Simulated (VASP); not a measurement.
Wanted: the native input for a VASP 6.6.1 run.

```
Task                   : single point
Functional             : PBE
Potentials or basis    : VASP PAW PBE potentials, release 64 (Gd, O)
Cutoff                 : 520 eV
k mesh                 : 10 × 10 × 10
Occupations            : gaussian, width 0.1 eV
Spin                   : collinear spin, ferromagnetic start
Starting moments       : [7.41, 1.28, 1.28, 1.28, 1.28] μB
Dipole correction      : no
Further INCAR settings : ALGO = Normal; EDIFF = 1e-07; NBANDS = 33
```

The structure of GdO4 lies in POSCAR:

```
GdO4
1.0
   -2.6694995068      2.6694995068      2.6694995068
    2.6694995068     -2.6694995068      2.6694995068
    2.6694995068      2.6694995068     -2.6694995068
Gd O
1 4
Direct
    0.0000000000      0.0000000000      0.0000000000
    0.5000000000      0.5000000000      0.5000000000
    0.5000000000      0.0000000000      0.0000000000
    0.0000000000      0.0000000000      0.5000000000
    0.0000000000      0.5000000000      0.0000000000
```

The cell was generated, and may not be a known phase.

The input as run:

INCAR

```
SYSTEM = GdO4
  PREC = Accurate
  ENCUT = 520
  EDIFF = 1E-7
  ISMEAR = 0
  SIGMA = 0.1
  LREAL = .FALSE.
  LASPH = .TRUE.
  NELM = 150
  ALGO = Normal
  ISIF = 2
  LWAVE = .FALSE.
  LCHARG = .FALSE.
  ISPIN = 2
  MAGMOM = 7.41 1.28 1.28 1.28 1.28
  LORBIT = 11
  LMAXMIX = 6
  GGA = PE
  NBANDS = 33
```

KPOINTS

```
Automatic mesh
0
G
  10 10 10
  0 0 0
```

Potentials or basis: VASP PAW PBE potentials, release 64 (Gd, O).

Run with:

```console
$ cat potpaw_PBE.64/Gd/POTCAR potpaw_PBE.64/O/POTCAR > POTCAR
$ mpirun -np 1 vasp_std > vasp.out
```

It gave:

```json
{
 "Pressure": "0.3 GPa",
 "Band gap on the k mesh": "zero (filled and empty bands overlap)",
 "Net moment": "2.00 μB per cell",
 "Site moments": "Gd +6.68; O -1.02 μB",
 "Valence electrons inside the program's atomic spheres": "Gd 15.15; O 4.76"
}
```

Caveat: spin-orbit coupling is left out, which moves the levels of the heavy elements; a cell with one magnetic atom can't hold antiferromagnetic order, which such compounds often take; semilocal functionals describe open f shells poorly, which spoils levels, moments and volumes.

Run time: 20 min on 1 thread of Intel(R) Xeon(R) Platinum 8375C CPU @ 2.90GHz (Ice Lake), on a shared host, peak memory 0.38 GiB.
